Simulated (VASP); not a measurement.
A run of VASP 6.6.1 is set up as follows.

File INCAR:

```
SYSTEM = Mo2As
PREC = Accurate
ENCUT = 520
EDIFF = 1E-7
ISMEAR = 0
SIGMA = 0.1
LREAL = .FALSE.
LASPH = .TRUE.
NELM = 80
ALGO = Fast
ISIF = 2
LWAVE = .FALSE.
LCHARG = .FALSE.
GGA = PE
NBANDS = 42
```

KPOINTS

```
Automatic mesh
0
G
  4 4 6
  0 0 0
```

The input POSCAR:

```
Mo2As
1.0
    4.4835947700      0.0000000000      0.0000000000
    0.0000000000      6.0575949687      0.0000000000
    0.0000000000      0.0000000000      4.0571637395
Mo As
4 2
Direct
    0.2063741366      0.3820736650      0.0000000000
    0.7936258634      0.6179263350      0.0000000000
    0.7063741366      0.1179263350      0.5000000000
    0.2936258634      0.8820736650      0.5000000000
    0.0000000000      0.0000000000      0.0000000000
    0.5000000000      0.5000000000      0.5000000000
```

Potentials or basis: VASP PAW PBE potentials, release 64 (Mo_sv, As).

Run with:

```sh
$ cat potpaw_PBE.64/Mo_sv/POTCAR potpaw_PBE.64/As/POTCAR > POTCAR
$ mpirun -np 1 vasp_std > vasp.out
```

Problem. What does it give for the band gap on the k mesh?

Solution. Zero (bands 33 and 34 overlap by 1.43 eV).

Problem. Predict the pressure.

Solution. 0.7 GPa.

Problem. What does it give for the largest force?

Solution. 0.081 eV/Å.

Stress tensor (GPa, compression positive):
```
0.74 0.00 0.00
0.00 0.69 0.00
0.00 0.00 0.53
```
